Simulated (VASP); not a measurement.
## LiF: single point with PBE

The system is LiF.

```
Li F
1.0
     3.10944    0.00000    0.00000
    -1.55472    2.69285    0.00000
     0.00000    0.00000    4.95396
Li F
2 2
Direct
  0.33333 0.66667 0.42187
  0.66667 0.33333 0.92187
  0.33333 0.66667 0.99393
  0.66667 0.33333 0.49393
```

This cell differs from its parent crystal: c/a of the conventional cell at fixed volume 1.5932.

* Program: VASP 6.6.1
* Task: single point
* Functional: PBE
* Potentials or basis: VASP PAW PBE potentials, release 64 (Li_sv, F)
* Cutoff: 520 eV
* k mesh: 9 × 9 × 6
* Occupations: gaussian, width 0.05 eV
* Spin: no spin polarisation
* Dipole correction: no
* Further INCAR settings: ALGO = Normal; EDIFF = 1e-06; NBANDS = 18

| Quantity | Value |
| --- | --- |
| Largest force | 0.289 eV/Å |
| Band gap on the k mesh | 7.42 eV, direct |

Forces in eV/Å, atoms in the order of the input:
```
Li   0.000  0.000 -0.289
Li   0.000  0.000 -0.289
F    0.000  0.000  0.289
F    0.000  0.000  0.289
```

Levels at points of the mesh, in eV from the valence-band top:
```tsv
k point	band 7	band 8	band 9	band 10	band 11	band 12	band 13	band 14
(0.00, 0.00, 0.00)	-0.64	-0.38	-0.38	0.00	7.42	11.62	14.71	18.17
(0.00, 0.00, 0.50)	-0.51	-0.51	-0.51	-0.51	9.16	9.16	16.89	16.89
```

It took 20 s on 1 thread of Intel(R) Xeon(R) Platinum 8488C (Sapphire Rapids), on a shared host, peak memory 0.16 GiB.

 A k mesh can miss the band edges.
